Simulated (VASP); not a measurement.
Input of a VASP 6.6.1 run:

Contents of INCAR:

```
  ALGO = Normal
  EDIFF = 1E-6
  ENCUT = 520
  ISIF = 2
  ISMEAR = -1
  LASPH = True
  LCHARG = False
  LREAL = False
  LWAVE = False
  NBANDS = 16
  NELM = 80
  PREC = Accurate
  SIGMA = 0.05
```

KPOINTS

```
k-points
0
Gamma
  11 11 11
```

POSCAR

```
GaN
1.0
    0.0000000000      2.1352350000      2.1352350000
    2.1352350000      0.0000000000      2.1352350000
    2.1352350000      2.1352350000      0.0000000000
Ga N
1 1
Direct
    0.0000000000      0.0000000000      0.0000000000
    0.5000000000      0.5000000000      0.5000000000
```

Potentials or basis: VASP PAW LDA potentials, release 64 (Ga_d, N).

The run is started by

```sh
$ cat potpaw_LDA.64/Ga_d/POTCAR potpaw_LDA.64/N/POTCAR > POTCAR
$ mpirun -np 1 vasp_std > vasp.out
```

(1) Estimate the band gap on the k mesh.

(2) Predict the pressure.

## Answers

(1) 0.36 eV, indirect (least direct gap 2.45 eV).

(2) -12.4 GPa.
